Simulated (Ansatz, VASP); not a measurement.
## CoRu2 in VASP and in Ansatz

```
Co Ru
1.0
     0.00000    2.78479    2.78479
     2.78479    0.00000    2.78479
     2.78479    2.78479    0.00000
Co Ru
1 2
Direct
  0.00000 0.00000 0.00000
  0.25000 0.25000 0.25000
  0.75000 0.75000 0.75000
```

Alike in both runs: functional r2SCAN; k mesh 14 × 14 × 14; occupations gaussian, width 0.1 eV; collinear spin.

Ansatz relaxed the structure, and its values are those at the end. VASP's run is a single point on that final structure, the one shown.

|  | VASP | Ansatz |
| --- | --- | --- |
| version | VASP 6.6.1 | Ansatz 0.2.0 |
| potentials or method | VASP PAW PBE potentials, release 64 (Co, Ru_pv), cutoff 520 eV | scalar-relativistic, plane waves, PAW |
| valence electrons in the cell | 37 | 49 |

|  | VASP | Ansatz | Ansatz less VASP |
| --- | --- | --- | --- |
| gap on the k mesh at the Fermi level (eV) | none | none | - |
| pressure (GPa) | 0.4 | 0.0 | -0.38 |
| net moment per atom (μB) | 0.73 | 0.73 | -0.003 |
| size of the moment on the site where the two differ most (μB) | 1.45 | 1.52 | +0.070 |

VASP's potentials were made for PBE, not for r2SCAN. Site moments also hang on the region over which each program counts them. A gap of «none» marks a metal or a gap that the smearing closes. VASP's potentials hold 37 valence electrons a cell and Ansatz's 49, so a difference there can come from the potentials and not from the codes.
